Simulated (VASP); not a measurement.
A run of VASP 6.6.1:

Contents of INCAR:

```
SYSTEM = SnO
ALGO = Normal
EDIFF = 1E-6
ENCUT = 520
GGA = PE
ISIF = 2
ISMEAR = 0
IVDW = 12
LASPH = .TRUE.
LCHARG = .FALSE.
LREAL = .FALSE.
LWAVE = .FALSE.
NBANDS = 28
NELM = 60
PREC = Accurate
SIGMA = 0.15
```

File KPOINTS:

```
k-points
0
G
  12 12 10
  0 0 0
```

The input POSCAR:

```
SnO
1.0
    3.8370963230      0.0000000000      0.0000000000
    0.0000000000      3.8370963230      0.0000000000
    0.0000000000      0.0000000000      4.7621286275
Sn O
2 2
Direct
    0.0000000000      0.5000000000      0.2432422108
    0.5000000000      0.0000000000      0.7567577892
   -0.0518384530     -0.0518384530      0.0000000000
    0.5000000000      0.5000000000      0.0000000000
```

Potentials or basis: VASP PAW PBE potentials, release 64 (Sn_d, O).

Command:

```console
$ cat potpaw_PBE.64/Sn_d/POTCAR potpaw_PBE.64/O/POTCAR > POTCAR
$ mpirun -np 1 vasp_std > vasp.out
```

Hardware: 1 thread of Intel(R) Xeon(R) 6975P-C (Granite Rapids) (shared host).

**Question.** How long does it take, and how much memory?

**Answer.** It took 6.7 min on 1 thread of Intel(R) Xeon(R) 6975P-C (Granite Rapids), with other jobs on the host, peak memory 0.66 GiB. Counts: scf iterations 15, k points 398.
